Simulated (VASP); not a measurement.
# B5As6 in VASP: notebook

B5As6 is run at these levels: PBE; tasks: single point.

All numbers are computed with VASP 6.6.1; they aren't measurements. Logs are shortened: lines on timing, memory, paths and dates and some standing lists are left out, and cuts for length are marked.

## 1. The cell of the first run

The cell holds a slab with vacuum, 11 atoms: a = 3.400 Å, b = 3.400 Å, c = 27.022 Å, α = 90.00°, β = 90.00°, γ = 90.00°.

## 2. Single point, PBE

Contents of INCAR:

```
SYSTEM = B5As6
  ALGO = Normal
  DIPOL = 0.5 0.5 0.500
  EDIFF = 1E-7
  ENCUT = 520
  GGA = PE
  IDIPOL = 3
  ISIF = 2
  ISMEAR = 0
  LASPH = .True.
  LCHARG = .True.
  LDIPOL = .True.
  LELF = .True.
  LREAL = .False.
  LVACPOTAV = .True.
  LVHAR = .True.
  LWAVE = .False.
  NBANDS = 34
  NELM = 60
  PREC = Accurate
  SIGMA = 0.05
```

Contents of KPOINTS:

```
k-points
0
Gamma
  8 8 1
  0 0 0
```

Contents of POSCAR:

```
B5As6
1.0
    3.4003508741      0.0000000000      0.0000000000
    0.0000000000      3.4003508741      0.0000000000
    0.0000000000      0.0000000000     27.0220558076
As B
6 5
Direct
    0.0000000000      0.5000000000      0.2775510514
    0.5000000000      0.0000000000      0.3665306308
    0.0000000000      0.5000000000      0.4555102103
    0.5000000000      0.0000000000      0.5444897897
    0.0000000000      0.5000000000      0.6334693692
    0.5000000000      0.0000000000      0.7224489486
    0.5000000000      0.5000000000      0.3220408411
    0.0000000000      0.0000000000      0.4110204206
    0.5000000000      0.5000000000      0.5000000000
    0.0000000000      0.0000000000      0.5889795794
    0.5000000000      0.5000000000      0.6779591589
```

Potentials or basis: VASP PAW PBE potentials, release 64 (As, B).

Command:

```console
> cat potpaw_PBE.64/As/POTCAR potpaw_PBE.64/B/POTCAR > POTCAR
> mpirun -np 1 vasp_std > vasp.out
```

OUTCAR:

```text
SYSTEM = B5As6
   EDIFF = 1E-7
   ENCUT = 520
   GGA = PE
   ISIF = 2
   ISMEAR = 0
   LASPH = .True.
   LREAL = .False.
   NELM = 60
   PREC = Accurate

 ion  position               nearest neighbor table
   1  0.000  0.500  0.278-   7 2.08   7 2.08
   2  0.500  0.000  0.367-   7 2.08   7 2.08   8 2.08   8 2.08
   3  0.000  0.500  0.456-   8 2.08   8 2.08   9 2.08   9 2.08
   4  0.500  0.000  0.544-  10 2.08  10 2.08   9 2.08   9 2.08
   5  0.000  0.500  0.633-  11 2.08  11 2.08  10 2.08  10 2.08
   6  0.500  0.000  0.722-  11 2.08  11 2.08
   7  0.500  0.500  0.322-   1 2.08   1 2.08   2 2.08   2 2.08
   8  0.000  0.000  0.411-   3 2.08   3 2.08   2 2.08   2 2.08
   9  0.500  0.500  0.500-   3 2.08   4 2.08   4 2.08   3 2.08
  10  0.000  0.000  0.589-   4 2.08   4 2.08   5 2.08   5 2.08
  11  0.500  0.500  0.678-   6 2.08   6 2.08   5 2.08   5 2.08

  LATTYP: Found a simple tetragonal cell.
 ALAT       =     3.4003508741
 C/A-ratio  =     7.9468433724

  Lattice vectors:

 A1 = (   3.4003508741,   0.0000000000,   0.0000000000)
 A2 = (   0.0000000000,   3.4003508741,   0.0000000000)
 A3 = (   0.0000000000,   0.0000000000,  27.0220558076)

Analysis of symmetry for initial positions (statically):
=====================================================================
 Subroutine PRICEL returns:
 Original cell was already a primitive cell.

 Routine SETGRP: Setting up the symmetry group for a
 simple tetragonal supercell.

 Subroutine GETGRP returns: Found  8 space group operations
 (whereof  8 operations were pure point group operations)
 out of a pool of 16 trial point group operations.

The static configuration has the point symmetry D_2d.

Analysis of symmetry for dynamics (positions and initial velocities):
=====================================================================
 Subroutine PRICEL returns:
 Original cell was already a primitive cell.

 Routine SETGRP: Setting up the symmetry group for a
 simple tetragonal supercell.

 Subroutine GETGRP returns: Found  8 space group operations
 (whereof  8 operations were pure point group operations)
 out of a pool of 16 trial point group operations.

The dynamic configuration has the point symmetry D_2d.

 Subroutine INISYM returns: Found  8 space group operations
 (whereof  8 operations are pure point group operations),
 and found     1 'primitive' translations

----------------------------------------------------------------------------------------

                                     Primitive cell

  volume of cell :     312.4394

  direct lattice vectors                    reciprocal lattice vectors
     3.400350874  0.000000000  0.000000000     0.294087298  0.000000000  0.000000000
     0.000000000  3.400350874  0.000000000     0.000000000  0.294087298  0.000000000
     0.000000000  0.000000000 27.022055808     0.000000000  0.000000000  0.037006807

  length of vectors
     3.400350874  3.400350874 27.022055808     0.294087298  0.294087298  0.037006807

  position of ions in fractional coordinates (direct lattice)
     0.000000000  0.500000000  0.277551051
     0.500000000  0.000000000  0.366530631
     0.000000000  0.500000000  0.455510210
     0.500000000  0.000000000  0.544489790
     0.000000000  0.500000000  0.633469369
     0.500000000  0.000000000  0.722448949
     0.500000000  0.500000000  0.322040841
     0.000000000  0.000000000  0.411020421
     0.500000000  0.500000000  0.500000000
     0.000000000  0.000000000  0.588979579
     0.500000000  0.500000000  0.677959159

  ion indices of the primitive-cell ions
   primitive index   ion index
                 1           1
                 2           2
                 3           3
                 4           4
                 5           5
                 6           6
                 7           7
                 8           8
                 9           9
                10          10
                11          11

----------------------------------------------------------------------------------------

 KPOINTS: k-points

Automatic generation of k-mesh.
 Grid dimensions read from file:
 generate k-points for:    8    8    1

 Generating k-lattice:

  Cartesian coordinates                     Fractional coordinates (reciprocal lattice)
     0.036760912  0.000000000  0.000000000     0.125000000  0.000000000  0.000000000
     0.000000000  0.036760912  0.000000000     0.000000000  0.125000000  0.000000000
     0.000000000  0.000000000  0.037006807     0.000000000  0.000000000  1.000000000

  Length of vectors
     0.036760912  0.036760912  0.037006807

  Shift w.r.t. Gamma in fractional coordinates (k-lattice)
     0.000000000  0.000000000  0.000000000

 Subroutine IBZKPT returns following result:
 ===========================================

 Found     15 irreducible k-points:

 Following reciprocal coordinates:
            Coordinates               Weight
  0.000000  0.000000  0.000000      1.000000
  0.125000  0.000000  0.000000      4.000000
  0.250000  0.000000  0.000000      4.000000
  0.375000  0.000000  0.000000      4.000000
  0.500000  0.000000  0.000000      2.000000
  0.125000  0.125000  0.000000      4.000000
  0.250000  0.125000  0.000000      8.000000
  0.375000  0.125000  0.000000      8.000000
  0.500000  0.125000  0.000000      4.000000
  0.250000  0.250000  0.000000      4.000000
  0.375000  0.250000  0.000000      8.000000
  0.500000  0.250000  0.000000      4.000000
  0.375000  0.375000  0.000000      4.000000
  0.500000  0.375000  0.000000      4.000000
  0.500000  0.500000  0.000000      1.000000
   k-points           NKPTS =     15   k-points in BZ     NKDIM =     15   number of bands    NBANDS=     34
   number of dos      NEDOS =    301   number of ions     NIONS =     11
   total plane-waves  NPLWV = 164640
   dimension x,y,z NGX =    28 NGY =   28 NGZ =  210
   dimension x,y,z NGXF=    56 NGYF=   56 NGZF=  420
   ions per type =               6   5
   NGX,Y,Z   is equivalent  to a cutoff of  13.69, 13.69, 12.92 a.u.
   NGXF,Y,Z  is equivalent  to a cutoff of  27.38, 27.38, 25.84 a.u.
 SYSTEM =  B5As6
   PREC   = accura    normal or accurate (medium, high low for compatibility)
   ISTART =      0    job   : 0-new  1-cont  2-samecut
   ICHARG =      2    charge: 1-file 2-atom 10-const
   ISPIN  =      1    spin polarized calculation?
   LNONCOLLINEAR =      F non collinear calculations
   LSORBIT =      F    spin-orbit coupling
   LASPH  =      T    aspherical Exc in radial PAW
   ENCUT  =  520.0 eV  38.22 Ry    6.18 a.u.   6.32  6.32 50.24*2*pi/ulx,y,z
   NELM   =     60;   NELMIN=  2; NELMDL= -5     # of ELM steps
   EDIFF  = 0.1E-06   stopping-criterion for ELM
   LREAL  =      F    real-space projection
   EDIFFG = 0.1E-05   stopping-criterion for IOM
   NSW    =      0    number of steps for IOM
   IBRION =     -1    ionic relax: 0-MD 1-quasi-New 2-CG
   NFREE  =      0    steps in history (QN), initial steepest desc. (CG)
   ISIF   =      2    stress and relaxation
   ISYM   =      2    0-nonsym 1-usesym 2-fastsym
   POTIM  = 0.5000    time-step for ionic-motion
   TEBEG  =    0.0;   TEEND  =   0.0 temperature during run
   PSTRESS=    0.0 pullay stress
   NELECT =      45.0000    total number of electrons
   NUPDOWN=      -1.0000    fix difference up-down
   EMIN   =  10.00;   EMAX   =-10.00  energy-range for DOS
   EFERMI =   0.00;   METHOD = LEGACY
   ISMEAR =     0;   SIGMA  =   0.05  broadening in eV -4-tet -1-fermi 0-gaus
   EFERMI_NEDOS =   21; number of points for ismear=-14 and -15
   IALGO  =     38    algorithm
   IMIX   =      4    mixing-type and parameters
     AMIX     =   0.40;   BMIX     =  1.00
     AMIX_MAG =   1.60;   BMIX_MAG =  1.00
  volume/ion in A,a.u.               =      28.40       191.68
  Fermi-wavevector in a.u.,A,eV,Ry     =   0.858138  1.621645 10.019338  0.736401
  Thomas-Fermi vector in A             =   1.975297
   LORBIT       =      0    0 simple, 1 ext, 2 COOP (PROOUT), +10 PAW based schemes
   GGA     = PE    functional components
   LHFCALC =     F    Hartree Fock is set to
   AEXX    =    0.0000 exact exchange contribution
   IVDW    =     0    specifies the selected vdW correction
   LEPSILON=     F    determine dielectric tensor
   LRPA    =     F    only Hartree local field effects (RPA)
 non-spin polarized calculation
 Gauss-broadening in eV      SIGMA  =   0.05
  energy-cutoff  :      520.00
  volume of cell :      312.44
 maximum number of plane-waves:      8496
 NGX is ok and might be reduce to    28
   NGX = 13   NGY = 13   NGZ =101

 dipolmoment           0.000000      0.000000      0.000000 electrons x Angstroem

 number of electron      45.0000000 magnetization

 dipolmoment           0.000000      0.000000     -0.000000 electrons x Angstroem

 Free energy of the ion-electron system (eV)
  ---------------------------------------------------
  ext. energy  EPLUGINS =         0.00000000
  ---------------------------------------------------
  free energy    TOTEN  =       -59.98092193 eV

  energy without entropy =      -59.97515159  energy(sigma->0) =      -59.97803676

 E-fermi :  -0.1350     XC(G=0):  -5.9852

 val. band max:       -0.1477705900   @ k =   0.3750   0.1250   0.0000
 cond. band min:      -0.0955572231   @ k =   0.3750   0.0000   0.0000
 fundamental gap:      0.0522133669
 Fermi energy:        -0.1349718056

 k-point     1 :       0.0000    0.0000    0.0000
  band No.  band energies     occupation
      1     -14.7913      2.00000
      2     -14.1843      2.00000
      3     -13.3877      2.00000
      4     -12.3722      2.00000
      5     -11.0870      2.00000
      6     -10.5490      2.00000
[... 26 lines left out ...]
     33       4.4292      0.00000
     34       4.4292      0.00000

 k-point     2 :       0.1250    0.0000    0.0000
  band No.  band energies     occupation
      1     -14.6252      2.00000
      2     -14.0236      2.00000
      3     -13.2372      2.00000
      4     -12.2423      2.00000
      5     -10.9839      2.00000
      6     -10.4966      2.00000
[... 26 lines left out ...]
     33       4.4910      0.00000
     34       4.6453      0.00000

 k-point     3 :       0.2500    0.0000    0.0000
  band No.  band energies     occupation
      1     -14.1363      2.00000
      2     -13.5561      2.00000
      3     -12.8129      2.00000
      4     -11.9128      2.00000
      5     -10.8066      2.00000
      6     -10.4037      2.00000
[... 26 lines left out ...]
     33       5.3435      0.00000
     34       5.6483      0.00000
[... 371 lines left out ...]
 k-point    14 :       0.5000    0.3750    0.0000
  band No.  band energies     occupation
      1     -11.2387      2.00000
      2     -11.2330      2.00000
      3     -11.0103      2.00000
      4     -10.9928      2.00000
      5      -9.8506      2.00000
      6      -9.5451      2.00000
[... 26 lines left out ...]
     33       5.8385      0.00000
     34       6.2355      0.00000

 k-point    15 :       0.5000    0.5000    0.0000
  band No.  band energies     occupation
      1     -10.8724      2.00000
      2     -10.8724      2.00000
      3     -10.6624      2.00000
      4     -10.6624      2.00000
      5      -9.3669      2.00000
      6      -9.3669      2.00000
[... 26 lines left out ...]
     33       6.1286      0.00000
     34       6.3088      0.00000

------------------------ aborting loop because EDIFF is reached ----------------------------------------

  FORCE on cell =-STRESS in cart. coord.  units (eV):
  Direction    XX          YY          ZZ          XY          YZ          ZX
  --------------------------------------------------------------------------------------
  -------------------------------------------------------------------------------------
  Total       -2.6211324     -2.6211324      0.6206872      0.0000000      0.0000000     -0.0000000
  in kB      -13.4410651    -13.4410651      3.1828600      0.0000000      0.0000000     -0.0000000
  external PRESSURE =      -7.8997568 kB  Pullay stress =       0.0000000 kB

 VOLUME and BASIS-vectors are now :
 -----------------------------------------------------------------------------
  energy-cutoff  :      520.00
  volume of cell :      312.44
      direct lattice vectors                 reciprocal lattice vectors
     3.400350874  0.000000000  0.000000000     0.294087298  0.000000000  0.000000000
     0.000000000  3.400350874  0.000000000     0.000000000  0.294087298  0.000000000
     0.000000000  0.000000000 27.022055808     0.000000000  0.000000000  0.037006807

 POSITION                                       TOTAL-FORCE (eV/Angst)
 -----------------------------------------------------------------------------------
      0.00000      1.70018      7.50000        -0.000000     -0.000000     -0.145763
      1.70018      0.00000      9.90441        -0.000000     -0.000000      0.092293
      0.00000      1.70018     12.30882        -0.000000     -0.000000     -0.095380
      1.70018      0.00000     14.71323         0.000000     -0.000000      0.095380
      0.00000      1.70018     17.11764        -0.000000     -0.000000     -0.092293
      1.70018      0.00000     19.52206        -0.000000      0.000000      0.145763
      1.70018      1.70018      8.70221        -0.000000      0.000000      0.070012
      0.00000      0.00000     11.10662        -0.000000      0.000000     -0.001564
      1.70018      1.70018     13.51103        -0.000000      0.000000      0.000000
      0.00000      0.00000     15.91544        -0.000000     -0.000000      0.001564
      1.70018      1.70018     18.31985        -0.000000      0.000000     -0.070012
 -----------------------------------------------------------------------------------
    total drift:                                0.000000      0.000000     -0.000000

  FREE ENERGIE OF THE ION-ELECTRON SYSTEM (eV)
  ---------------------------------------------------
  free  energy   TOTEN  =       -59.9809219348 eV

  energy  without entropy=      -59.9751515887  energy(sigma->0) =      -59.97803676

 vacuum level on the upper side and lower side of the slab         5.648         5.648
```

Run time: 5.1 min. Hardware: 1 thread of Intel Xeon Platinum 8488C (Sapphire Rapids), shared host; peak memory 0.47 GiB.

What came out:

* Free energy: -59.9809 eV
* Largest force: 0.146 eV/Å

Forces in eV/Å, atoms in the order of the input:
```
As   0.000  0.000 -0.146
As   0.000  0.000  0.092
As   0.000  0.000 -0.095
As   0.000  0.000  0.095
As   0.000  0.000 -0.092
As   0.000  0.000  0.146
B    0.000  0.000  0.070
B    0.000  0.000 -0.002
B    0.000  0.000  0.000
B    0.000  0.000  0.002
B    0.000  0.000 -0.070
```

## 3. Single point, PBE

Contents of INCAR:

```
ALGO = Normal
DIPOL = 0.5 0.5 0.500
EDIFF = 1E-7
ENCUT = 520
GGA = PE
IDIPOL = 3
ISIF = 2
ISMEAR = 0
LASPH = True
LCHARG = True
LDIPOL = True
LELF = True
LREAL = False
LVACPOTAV = True
LVHAR = True
LWAVE = False
NBANDS = 34
NELM = 100
PREC = Accurate
SIGMA = 0.05
```

Contents of KPOINTS:

```
k-points
0
Gamma
  8 8 1
```

Contents of POSCAR:

```
B5As6
1.0
    3.4003508741      0.0000000000      0.0000000000
    0.0000000000      3.4003508741      0.0000000000
    0.0000000000      0.0000000000     27.0220558076
As B
6 5
Direct
    0.0000000000      0.5000000000      0.2773658096
    0.5000000000      0.0000000000      0.3667348521
    0.0000000000      0.5000000000      0.4553942014
    0.5000000000      0.0000000000      0.5446057975
    0.0000000000      0.5000000000      0.6332651477
    0.5000000000      0.0000000000      0.7226341890
    0.5000000000      0.5000000000      0.3221903075
    0.0000000000      0.0000000000      0.4110726559
    0.5000000000      0.5000000000      0.5000000004
    0.0000000000      0.0000000000      0.5889273449
    0.5000000000      0.5000000000      0.6778096939
```

Potentials or basis: VASP PAW PBE potentials, release 64 (As, B).

Command:

```console
> cat potpaw_PBE.64/As/POTCAR potpaw_PBE.64/B/POTCAR > POTCAR
> mpirun -np 1 vasp_std > vasp.out
```

Run time: 3.8 min. Hardware: 1 thread of Intel Xeon Platinum 8488C (Sapphire Rapids), shared host; peak memory 0.47 GiB.

Results (log left out):

```
Free energy   : -59.9830 eV
Largest force : 0.049 eV/Å
```

Forces in eV/Å, atoms in the order of the input:
```
As   0.000  0.000 -0.049
As   0.000  0.000 -0.011
As   0.000  0.000  0.001
As   0.000  0.000 -0.001
As   0.000  0.000  0.011
As   0.000  0.000  0.049
B    0.000  0.000  0.013
B    0.000  0.000  0.003
B    0.000  0.000  0.000
B    0.000  0.000 -0.003
B    0.000  0.000 -0.013
```

Levels at points of the mesh, in eV from the Fermi level:
| k point | band 19 | band 20 | band 21 | band 22 | band 23 | band 24 | band 25 | band 26 | band 27 | band 28 |
| --- | --- | --- | --- | --- | --- | --- | --- | --- | --- | --- |
| (0.00, 0.00, 0.00) | -0.24 | -0.03 | -0.03 | 0.41 | 1.78 | 1.81 | 2.41 | 2.49 | 2.64 | 2.64 |
| (0.50, 0.00, 0.00) | -1.22 | -1.18 | -0.72 | -0.62 | -0.22 | 2.86 | 3.44 | 3.57 | 3.92 | 4.02 |
| (0.50, 0.50, 0.00) | -3.71 | -3.43 | -1.50 | -1.41 | -1.20 | -1.20 | 2.49 | 2.60 | 2.60 | 2.86 |
